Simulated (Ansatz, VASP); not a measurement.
**Two plane-wave programs on NaF**

Contents of INCAR:

```
PREC     = Accurate       # precision mode
ENCUT    = 520            # plane-wave cutoff, eV
EDIFF    = 1E-6           # SCF threshold, eV
ISMEAR   = 0              # smearing method
SIGMA    = 0.05           # smearing width, eV
LREAL    = F              # projectors in reciprocal space
LASPH    = T              # aspherical terms in the spheres
NELM     = 60             # most SCF steps
ALGO     = Normal         # electronic algorithm
ISIF     = 2              # what is computed and relaxed
LWAVE    = F              # write WAVECAR
LCHARG   = F              # write CHGCAR
GGA      = PS             # functional
NBANDS   = 14             # bands
```

The input KPOINTS:

```
Automatic mesh
0
Gamma
  8 8 8
```

POSCAR

```
NaF
1.0
    0.0000000000      2.2884505000      2.3233000000
    2.2884505000      0.0000000000      2.3233000000
    2.2884505000      2.2884505000      0.0000000000
Na F
1 1
Direct
    0.0000000000      0.0000000000      0.0000000000
    0.5000000000      0.5000000000      0.5000000000
```

Input for Ansatz:

```yaml
crystal:
  lattice:
    - [0.0, 2.2884505, 2.3233]
    - [2.2884505, 0.0, 2.3233]
    - [2.2884505, 2.2884505, 0.0]
  atoms:
    - { symbol: Na, position: [0.0, 0.0, 0.0] }
    - { symbol: F, position: [0.5, 0.5, 0.5] }
basis:
  ecutwfc: 420
kpoints:
  mp_grid: { grid: [8, 8, 8] }
hamiltonian:
  xc: pbesol
scf:
  occupations: { method: gaussian, width: 0.05 }
output:
  forces: true
  stress: true
  eigenvalues: true
```

Change from the starting cell: strain -0.015 along x and y, +0.000 along z, atoms carried along.

Alike in both runs: task single point; functional PBEsol; k mesh 8 × 8 × 8; occupations gaussian, width 0.05 eV; no spin polarisation.

```csv
,VASP,Ansatz
version,VASP 6.6.1,Ansatz 0.2.0
potentials or method,"VASP PAW PBE potentials, release 64 (Na_pv, F), cutoff 520 eV","scalar-relativistic, plane waves, PAW"
valence electrons in the cell,14,16
```

```csv
,VASP,Ansatz,Ansatz less VASP
gap on the k mesh at the Fermi level (eV),6.28,6.30,+0.021
least direct gap on the mesh (eV),6.28,6.30,+0.021
pressure (GPa),0.9,1.0,+0.06
"traceless stress, the component that is largest in VASP (GPa)",-0.90,-0.86,+0.040
```

VASP's potentials were made for PBE, not for PBEsol. VASP's potentials hold 14 valence electrons a cell and Ansatz's 16, so a difference there can come from the potentials and not from the codes.
